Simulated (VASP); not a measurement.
Here is a VASP 6.6.1 calculation.

Contents of INCAR:

```
PREC = Accurate ; ENCUT = 600
EDIFF = 1E-6 ; ISMEAR = -1
SIGMA = 0.05 ; LREAL = False
LASPH = True ; NELM = 60
ALGO = Normal ; ISIF = 3
LWAVE = False ; LCHARG = False
GGA = PE ; IBRION = 2
NSW = 60 ; EDIFFG = -0.005
```

KPOINTS

```
regular mesh
0
Gamma
  12 12 12
```

File POSCAR:

```
GaSb
1.0
    0.0000000000      3.1072325060      3.1072325060
    3.1072325060      0.0000000000      3.1072325060
    3.1072325060      3.1072325060      0.0000000000
Ga Sb
1 1
Direct
    0.0000000000      0.0000000000      0.0000000000
    0.2500000000      0.2500000000      0.2500000000
```

Potentials or basis: VASP PAW PBE potentials, release 64 (Ga_d, Sb).

The run is started by

```bash
$ cat potpaw_PBE.64/Ga_d/POTCAR potpaw_PBE.64/Sb/POTCAR > POTCAR
$ mpirun -np 1 vasp_std > vasp.out
```

Question: Predict the band gap on the k mesh.

Answer: Zero (filled and empty bands touch).

Question: Predict the space group after relaxing (to 0.05 Å).

Answer: F-43m (No. 216).

Question: Estimate the relaxed cell.

Answer: a = 4.396 Å, b = 4.396 Å, c = 4.396 Å, α = 60.00°, β = 60.00°, γ = 60.00°.

Question: Estimate the relaxed volume.

Answer: 30.03 Å³/atom.

Final structure:
```xyz
2
Lattice="0.0000 3.1081 3.1081 3.1081 0.0000 3.1081 3.1081 3.1081 0.0000" Properties=species:S:1:pos:R:3 pbc="T T T"
Ga    0.0000    0.0000    0.0000
Sb    1.5540    1.5540    1.5540
```

Caveat: spin-orbit coupling is left out, which moves the levels of the heavy elements.
